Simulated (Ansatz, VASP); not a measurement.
CdSe: VASP beside Ansatz

```
Cd Se
1.0
     0.00000    3.09841    3.09841
     3.09841    0.00000    3.09841
     3.09841    3.09841    0.00000
Cd Se
1 1
Direct
  0.00000 0.00000 0.00000
  0.25000 0.25000 0.25000
```

Alike in both runs: task single point; functional r2SCAN; k mesh 10 × 10 × 10; occupations gaussian, width 0.02 eV; no spin polarisation.

|  | VASP | Ansatz |
| --- | --- | --- |
| version | VASP 6.6.1 | Ansatz 0.2.0 |
| potentials or method | VASP PAW PBE potentials, release 64 (Cd, Se), cutoff 520 eV | scalar-relativistic, plane waves, PAW |
| valence electrons in the cell | 18 | 36 |

```csv
,VASP,Ansatz,Ansatz less VASP
gap on the k mesh at the Fermi level (eV),0.96,0.97,+0.011
least direct gap on the mesh (eV),0.96,0.97,+0.011
pressure (GPa),-1.3,-1.5,-0.21
```

VASP's potentials were made for PBE, not for r2SCAN. VASP's potentials hold 18 valence electrons a cell and Ansatz's 36, so a difference there can come from the potentials and not from the codes.
